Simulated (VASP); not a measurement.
# Ga (Cmce) in VASP: a series of runs

Runs on Ga. Level: LDA. Tasks: single point.

Program: VASP 6.6.1. These are calculated values, not measurements. Logs are shortened: lines on timing, memory, paths and dates and some standing lists are left out, and cuts for length are marked.

## 1. The cell of the first run

The structure is orthorhombic, space group Cmce (No. 64). The conventional cell has a = 4.436 Å, b = 7.484 Å, c = 4.425 Å, α = 90.00°, β = 90.00°, γ = 90.00°. Ga (site symmetry m) has 7 Ga at 2.45 to 2.74 Å within 3.2 Å.

## 2. Single point, LDA

Contents of INCAR:

```
ALGO = Normal ; EDIFF = 1E-7
ENCUT = 520 ; GGA = CA
ISIF = 2 ; ISMEAR = 1
LASPH = T ; LCHARG = T
LELF = T ; LREAL = F
LVHAR = T ; LWAVE = F
NBANDS = 34 ; NELM = 100
PREC = Accurate ; SIGMA = 0.3
```

Contents of KPOINTS:

```
k-points
0
Gamma
  8 8 7
```

Contents of POSCAR:

```
Ga
1.0
    2.2178908173     -3.7419137528      0.0000000000
    2.2178908173      3.7419137528      0.0000000000
    0.0000000000      0.0000000000      4.4249628129
Ga
4
Direct
    0.8443628362      0.1556371638      0.0859373133
    0.6556371638      0.3443628362      0.5859373133
    0.1556371638      0.8443628362      0.9140626867
    0.3443628362      0.6556371638      0.4140626867
```

Potentials or basis: VASP PAW LDA potentials, release 64 (Ga_d).

Started as:

```
$ cat potpaw_LDA.64/Ga_d/POTCAR > POTCAR
$ mpirun -np 1 vasp_std > vasp.out
```

OUTCAR:

```text
EDIFF = 1E-7
   ENCUT = 520
   GGA = CA
   ISIF = 2
   ISMEAR = 1
   LASPH = T
   LREAL = F
   NELM = 100
   PREC = Accurate

 ion  position               nearest neighbor table
   1  0.844  0.156  0.086-   3 2.45   2 2.62   2 2.62   4 2.65   4 2.65   3 2.74   3 2.74
   2  0.656  0.344  0.586-   4 2.45   1 2.62   1 2.62   3 2.65   3 2.65   4 2.74   4 2.74
   3  0.156  0.844  0.914-   1 2.45   4 2.62   4 2.62   2 2.65   2 2.65   1 2.74   1 2.74
   4  0.344  0.656  0.414-   2 2.45   3 2.62   3 2.62   1 2.65   1 2.65   2 2.74   2 2.74

  LATTYP: Found a base centered orthorhombic cell.
 ALAT       =     4.4357816346
 B/A-ratio  =     1.6871496665
 C/A-ratio  =     0.9975610112

  Lattice vectors:

 A1 = (   2.2178908173,  -3.7419137528,   0.0000000000)
 A2 = (   2.2178908173,   3.7419137528,   0.0000000000)
 A3 = (   0.0000000000,   0.0000000000,   4.4249628129)

Analysis of symmetry for initial positions (statically):
=====================================================================
 Subroutine PRICEL returns:
 Original cell was already a primitive cell.

 Routine SETGRP: Setting up the symmetry group for a
 base centered orthorhombic supercell.

 Subroutine GETGRP returns: Found  8 space group operations
 (whereof  4 operations were pure point group operations)
 out of a pool of  8 trial point group operations.

The static configuration has the point symmetry C_2h.
 The point group associated with its full space group is D_2h.

Analysis of symmetry for dynamics (positions and initial velocities):
=====================================================================
 Subroutine PRICEL returns:
 Original cell was already a primitive cell.

 Routine SETGRP: Setting up the symmetry group for a
 base centered orthorhombic supercell.

 Subroutine GETGRP returns: Found  8 space group operations
 (whereof  4 operations were pure point group operations)
 out of a pool of  8 trial point group operations.

The dynamic configuration has the point symmetry C_2h.
 The point group associated with its full space group is D_2h.

 Subroutine INISYM returns: Found  8 space group operations
 (whereof  4 operations are pure point group operations),
 and found     1 'primitive' translations

----------------------------------------------------------------------------------------

                                     Primitive cell

  volume of cell :      73.4469

  direct lattice vectors                    reciprocal lattice vectors
     2.217890817 -3.741913753  0.000000000     0.225439411 -0.133621466  0.000000000
     2.217890817  3.741913753  0.000000000     0.225439411  0.133621466  0.000000000
     0.000000000  0.000000000  4.424962813     0.000000000  0.000000000  0.225990600

  length of vectors
     4.349822779  4.349822779  4.424962813     0.262064160  0.262064160  0.225990600

  position of ions in fractional coordinates (direct lattice)
     0.844362836  0.155637164  0.085937313
     0.655637164  0.344362836  0.585937313
     0.155637164  0.844362836  0.914062687
     0.344362836  0.655637164  0.414062687

  ion indices of the primitive-cell ions
   primitive index   ion index
                 1           1
                 2           2
                 3           3
                 4           4

----------------------------------------------------------------------------------------

 KPOINTS: k-points

Automatic generation of k-mesh.
 Grid dimensions read from file:
 generate k-points for:    8    8    7

 Generating k-lattice:

  Cartesian coordinates                     Fractional coordinates (reciprocal lattice)
     0.028179926 -0.016702683  0.000000000     0.125000000  0.000000000  0.000000000
     0.028179926  0.016702683  0.000000000     0.000000000  0.125000000  0.000000000
     0.000000000  0.000000000  0.032284371     0.000000000  0.000000000  0.142857143

  Length of vectors
     0.032758020  0.032758020  0.032284371

  Shift w.r.t. Gamma in fractional coordinates (k-lattice)
     0.000000000  0.000000000  0.000000000

 Subroutine IBZKPT returns following result:
 ===========================================

 Found     84 irreducible k-points:

 Following reciprocal coordinates:
            Coordinates               Weight
  0.000000  0.000000  0.000000      1.000000
  0.125000  0.000000  0.000000      4.000000
  0.250000  0.000000  0.000000      4.000000
  0.375000  0.000000  0.000000      4.000000
  0.500000  0.000000  0.000000      2.000000
  0.125000  0.125000  0.000000      2.000000
[... 16 lines left out ...]
  0.125000  0.000000  0.142857      8.000000
  0.250000  0.000000  0.142857      8.000000
 [... further k-points ...]
   k-points           NKPTS =     84   k-points in BZ     NKDIM =     84   number of bands    NBANDS=     34
   number of dos      NEDOS =    301   number of ions     NIONS =      4
   total plane-waves  NPLWV =  36864
   dimension x,y,z NGX =    32 NGY =   32 NGZ =   36
   dimension x,y,z NGXF=    64 NGYF=   64 NGZF=   72
   ions per type =               4
   NGX,Y,Z   is equivalent  to a cutoff of  12.23, 12.23, 13.53 a.u.
   NGXF,Y,Z  is equivalent  to a cutoff of  24.46, 24.46, 27.05 a.u.
 SYSTEM =  unknown system
   PREC   = accura    normal or accurate (medium, high low for compatibility)
   ISTART =      0    job   : 0-new  1-cont  2-samecut
   ICHARG =      2    charge: 1-file 2-atom 10-const
   ISPIN  =      1    spin polarized calculation?
   LNONCOLLINEAR =      F non collinear calculations
   LSORBIT =      F    spin-orbit coupling
   LASPH  =      T    aspherical Exc in radial PAW
   ENCUT  =  520.0 eV  38.22 Ry    6.18 a.u.   8.09  8.09  8.23*2*pi/ulx,y,z
   NELM   =    100;   NELMIN=  2; NELMDL= -5     # of ELM steps
   EDIFF  = 0.1E-06   stopping-criterion for ELM
   LREAL  =      F    real-space projection
   EDIFFG = 0.1E-05   stopping-criterion for IOM
   NSW    =      0    number of steps for IOM
   IBRION =     -1    ionic relax: 0-MD 1-quasi-New 2-CG
   NFREE  =      0    steps in history (QN), initial steepest desc. (CG)
   ISIF   =      2    stress and relaxation
   ISYM   =      2    0-nonsym 1-usesym 2-fastsym
   POTIM  = 0.5000    time-step for ionic-motion
   TEBEG  =    0.0;   TEEND  =   0.0 temperature during run
   PSTRESS=    0.0 pullay stress
   NELECT =      52.0000    total number of electrons
   NUPDOWN=      -1.0000    fix difference up-down
   EMIN   =  10.00;   EMAX   =-10.00  energy-range for DOS
   EFERMI =   0.00;   METHOD = LEGACY
   ISMEAR =     1;   SIGMA  =   0.30  broadening in eV -4-tet -1-fermi 0-gaus
   EFERMI_NEDOS =   21; number of points for ismear=-14 and -15
   IALGO  =     38    algorithm
   IMIX   =      4    mixing-type and parameters
     AMIX     =   0.40;   BMIX     =  1.00
     AMIX_MAG =   1.60;   BMIX_MAG =  1.00
  volume/ion in A,a.u.               =      18.36       123.91
  Fermi-wavevector in a.u.,A,eV,Ry     =   1.459099  2.757297 28.966394  2.128970
  Thomas-Fermi vector in A             =   2.575706
   LORBIT       =      0    0 simple, 1 ext, 2 COOP (PROOUT), +10 PAW based schemes
   GGA     = CA    functional components
   LHFCALC =     F    Hartree Fock is set to
   AEXX    =    0.0000 exact exchange contribution
   IVDW    =     0    specifies the selected vdW correction
   LEPSILON=     F    determine dielectric tensor
   LRPA    =     F    only Hartree local field effects (RPA)
 non-spin polarized calculation
 Methfessel and Paxton  Order N= 1 SIGMA  =   0.30
  energy-cutoff  :      520.00
  volume of cell :       73.45
 maximum number of plane-waves:      2002
   NGX = 17   NGY = 17   NGZ = 17

 number of electron      52.0000021 magnetization

 Free energy of the ion-electron system (eV)
  ---------------------------------------------------
  ext. energy  EPLUGINS =         0.00000000
  ---------------------------------------------------
  free energy    TOTEN  =       -14.42228567 eV

  energy without entropy =      -14.42199595  energy(sigma->0) =      -14.42218909

 E-fermi :   5.3696     XC(G=0): -11.3004

 val. band max:        5.3371783700   @ k =   0.0000   0.0000   0.4286
 cond. band min:       5.3859629944   @ k =   0.5000   0.3750   0.1429
 fundamental gap:      0.0487846244
 Fermi energy:         5.3695565816

 k-point     1 :       0.0000    0.0000    0.0000
  band No.  band energies     occupation
      1      -9.9850      2.00000
      2      -9.9779      2.00000
      3      -9.9443      2.00000
      4      -9.9254      2.00000
      5      -9.8959      2.00000
      6      -9.8716      2.00000
[... 26 lines left out ...]
     33      12.4418      0.00000
     34      13.0451      0.00000

 k-point     2 :       0.1250    0.0000    0.0000
  band No.  band energies     occupation
      1      -9.9891      2.00000
      2      -9.9702      2.00000
      3      -9.9493      2.00000
      4      -9.9318      2.00000
      5      -9.8822      2.00000
      6      -9.8682      2.00000
[... 26 lines left out ...]
     33      12.3438      0.00000
     34      13.2246      0.00000

 k-point     3 :       0.2500    0.0000    0.0000
  band No.  band energies     occupation
      1      -9.9910      2.00000
      2      -9.9619      2.00000
      3      -9.9542      2.00000
      4      -9.9399      2.00000
      5      -9.8766      2.00000
      6      -9.8460      2.00000
[... 26 lines left out ...]
     33      11.6688      0.00000
     34      12.7579      0.00000
[... 704 lines left out ...]
 k-point    23 :       0.1250    0.0000    0.1429
  band No.  band energies     occupation
      1      -9.9957      2.00000
      2      -9.9663      2.00000
      3      -9.9426      2.00000
      4      -9.9362      2.00000
      5      -9.8848      2.00000
      6      -9.8582      2.00000
[... 26 lines left out ...]
     33      11.3002     -0.00000
     34      12.8884      0.00000

 k-point    24 :       0.2500    0.0000    0.1429
  band No.  band energies     occupation
      1      -9.9956      2.00000
      2      -9.9742      2.00000
      3      -9.9534      2.00000
      4      -9.9231      2.00000
      5      -9.8809      2.00000
      6      -9.8575      2.00000
[... 26 lines left out ...]
     33      11.3594     -0.00000
     34      13.8500      0.00000

 [... further k-points ...]

------------------------ aborting loop because EDIFF is reached ----------------------------------------

  FORCE on cell =-STRESS in cart. coord.  units (eV):
  Direction    XX          YY          ZZ          XY          YZ          ZX
  --------------------------------------------------------------------------------------
  -------------------------------------------------------------------------------------
  Total        0.0135778      0.1146026      0.0907905      0.0000000      0.0000000      0.0000000
  in kB        0.2961875      2.4999514      1.9805107      0.0000000      0.0000000      0.0000000
  external PRESSURE =       1.5922165 kB  Pullay stress =       0.0000000 kB

 VOLUME and BASIS-vectors are now :
 -----------------------------------------------------------------------------
  energy-cutoff  :      520.00
  volume of cell :       73.45
      direct lattice vectors                 reciprocal lattice vectors
     2.217890817 -3.741913753  0.000000000     0.225439411 -0.133621466  0.000000000
     2.217890817  3.741913753  0.000000000     0.225439411  0.133621466  0.000000000
     0.000000000  0.000000000  4.424962813     0.000000000  0.000000000  0.225990600

 POSITION                                       TOTAL-FORCE (eV/Angst)
 -----------------------------------------------------------------------------------
      2.21789     -2.57715      0.38027         0.000000     -0.013283     -0.003643
      2.21789     -1.16476      2.59275         0.000000      0.013283     -0.003643
      2.21789      2.57715      4.04469         0.000000      0.013283      0.003643
      2.21789      1.16476      1.83221         0.000000     -0.013283      0.003643
 -----------------------------------------------------------------------------------
    total drift:                                0.000000      0.000000      0.000000

  FREE ENERGIE OF THE ION-ELECTRON SYSTEM (eV)
  ---------------------------------------------------
  free  energy   TOTEN  =       -14.4222856655 eV

  energy  without entropy=      -14.4219959522  energy(sigma->0) =      -14.42218909
```

Wall time 61 s (1 thread of Intel Xeon 6975P-C (Granite Rapids), shared host); peak memory 0.25 GiB.

What came out:

* Free energy: -14.4223 eV
* Pressure: 0.2 GPa
* Largest force: 0.014 eV/Å
* Band gap on the k mesh: zero (band 26 reaches 5.63 eV, above the bottom of band 27 at 4.58 eV)

Forces in eV/Å, atoms in the order of the input:
```
Ga   0.000 -0.013 -0.004
Ga   0.000  0.013 -0.004
Ga   0.000  0.013  0.004
Ga   0.000 -0.013  0.004
```

Stress tensor (GPa, compression positive):
```
0.03 0.00 0.00
0.00 0.25 0.00
0.00 0.00 0.20
```

## 3. Single point, LDA

Contents of INCAR:

```
PREC = Accurate
ENCUT = 520
EDIFF = 1E-7
ISMEAR = -1
SIGMA = 0.1
LREAL = False
LASPH = True
NELM = 80
ALGO = Normal
ISIF = 2
LWAVE = False
LCHARG = True
LELF = True
LVHAR = True
NBANDS = 34
```

Contents of KPOINTS:

```
regular mesh
0
Gamma
  7 7 6
```

POSCAR is that of step 2.

Potentials or basis: VASP PAW LDA potentials, release 64 (Ga_d).

Started as:

```
$ cat potpaw_LDA.64/Ga_d/POTCAR > POTCAR
$ mpirun -np 1 vasp_std > vasp.out
```

It took 82 s on 1 thread of AMD EPYC 9R45 (Zen 5), shared host; peak memory 0.2 GiB.

It converged, with:

| Property | Result |
| --- | --- |
| Free energy | -14.4314 eV |
| Pressure | 0.2 GPa |
| Largest force | 0.004 eV/Å |
| Band gap on the k mesh | zero (band 26 reaches 5.79 eV, above the bottom of band 27 at 4.40 eV) |

Forces in eV/Å, atoms in the order of the input:
```
Ga   0.000  0.002  0.003
Ga   0.000 -0.002  0.003
Ga   0.000 -0.002 -0.003
Ga   0.000  0.002 -0.003
```

Stress tensor (GPa, compression positive):
```
-0.44  0.00  0.00
 0.00  0.44  0.00
 0.00  0.00  0.59
```

Levels at points of the mesh, in eV from the Fermi level:
| k point | band 23 | band 24 | band 25 | band 26 | band 27 | band 28 | band 29 | band 30 |
| --- | --- | --- | --- | --- | --- | --- | --- | --- |
| (0.00, 0.00, 0.00) | -3.91 | -1.90 | -1.75 | -0.81 | 0.85 | 0.97 | 1.08 | 5.32 |
| (0.00, 0.00, 0.50) | -0.11 | -0.11 | -0.05 | -0.05 | 0.05 | 0.05 | 2.13 | 2.13 |

## 4. Single point, LDA

Contents of INCAR:

```
ALGO     = Normal         # electronic algorithm
EDIFF    = 1E-7           # SCF threshold, eV
ENCUT    = 520            # plane-wave cutoff, eV
GGA      = CA             # functional
ISIF     = 2              # what is computed and relaxed
ISMEAR   = -1             # smearing method
LASPH    = T              # aspherical terms in the spheres
LCHARG   = T              # write CHGCAR
LELF     = T              # ELF
LREAL    = F              # projectors in reciprocal space
LVHAR    = T            
LWAVE    = F              # write WAVECAR
NBANDS   = 34             # bands
NELM     = 80             # most SCF steps
PREC     = Accurate       # precision mode
SIGMA    = 0.1            # smearing width, eV
```

Contents of KPOINTS:

```
k-points
0
Gamma
  8 8 7
```

POSCAR is that of step 3.

Started as:

```
$ cat potpaw_LDA.64/Ga_d/POTCAR > POTCAR
$ mpirun -np 1 vasp_std > vasp.out
```

Run time: 1.7 min. Hardware: 1 thread of AMD EPYC 9R45 (Zen 5), shared host; peak memory 0.23 GiB.

It converged, with:

```
Free energy            : -14.4373 eV
Pressure               : 0.2 GPa
Largest force          : 0.004 eV/Å
Band gap on the k mesh : zero (band 26 reaches 5.63 eV, above the bottom of band 27 at 4.58 eV)
```

Forces on the atoms (eV/Å):
```
Ga   0.000 -0.004 -0.001
Ga   0.000  0.004 -0.001
Ga   0.000  0.004  0.001
Ga   0.000 -0.004  0.001
```

Levels at points of the mesh, in eV from the Fermi level:
```
           k point  band 22  band 23  band 24  band 25  band 26  band 27  band 28  band 29  band 30  band 31
(0.00, 0.00, 0.00)    -4.27    -3.89    -1.88    -1.73    -0.79     0.88     0.99     1.10     5.35     5.65
(0.50, 0.00, 0.00)    -8.95    -3.52    -3.52    -1.47    -1.47     0.81     0.81     4.35     4.35     5.56
(0.50, 0.50, 0.00)    -7.56    -4.20    -3.54    -1.69    -1.60     1.10     1.20     3.53     3.96     4.32
```

## 5. Overview

```tsv
k mesh	smearing	gap on the mesh (eV)	pressure (GPa)
8 × 8 × 7	methfessel-paxton 0.3 eV	none	0.2
7 × 7 × 6	fermi-dirac 0.1 eV	none	0.2
8 × 8 × 7	fermi-dirac 0.1 eV	none	0.2
```

Alike in all rows: task single point; level LDA; potentials or basis VASP PAW LDA potentials, release 64 (Ga_d); no spin polarisation; cell as given; cutoff (eV) 520.

Every run on the cell as given and a fine mesh finds a metal.

Absolute energies hang on the potentials; compare differences alone.
